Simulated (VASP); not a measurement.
Write the native input for VASP 6.6.1 that does the following.

* Task: single point
* Functional: PBE
* Potentials or basis: VASP PAW PBE potentials, release 64 (Ti_sv, O)
* Cutoff: 520 eV
* k mesh: 8 × 8 × 8
* Occupations: gaussian, width 0.01 eV
* Spin: no spin polarisation
* Dipole correction: no
* Further INCAR settings: ALGO = Normal; EDIFF = 1e-06; NBANDS = 33

The structure of TiO2 lies in POSCAR:

```
TiO2
1.0
   -1.8605738704      1.8605738704      4.7519590520
    1.8605738704     -1.8605738704      4.7519590520
    1.8605738704      1.8605738704     -4.7519590520
Ti O
2 4
Direct
    0.7500000000      0.2500000000      0.5000000000
    0.0000000000      0.0000000000      0.0000000000
    0.5435651708      0.0435651708      0.5000000000
    0.7935651708      0.7935651708      0.0000000000
    0.2064348292      0.2064348292      0.0000000000
    0.9564348292      0.4564348292      0.5000000000
```

The input as run:

INCAR

```
SYSTEM = TiO2
PREC = Accurate
ENCUT = 520
EDIFF = 1E-6
ISMEAR = 0
SIGMA = 0.01
LREAL = .FALSE.
LASPH = .TRUE.
NELM = 100
ALGO = Normal
ISIF = 2
LWAVE = .FALSE.
LCHARG = .FALSE.
GGA = PE
NBANDS = 33
```

KPOINTS

```
Automatic mesh
0
G
  8 8 8
  0 0 0
```

Potentials or basis: VASP PAW PBE potentials, release 64 (Ti_sv, O).

Launch:

```sh
$ cat potpaw_PBE.64/Ti_sv/POTCAR potpaw_PBE.64/O/POTCAR > POTCAR
$ mpirun -np 1 vasp_std > vasp.out
```

It gave:

The pressure is 15.3 GPa, the largest force is 0.376 eV/Å and the band gap on the k mesh is 2.29 eV (least direct gap 2.56 eV).

Caveat: the cell stands under pressure.

It took 90 s on 1 thread of Intel(R) Xeon(R) 6975P-C (Granite Rapids), with other jobs on the host, peak memory 0.29 GiB.
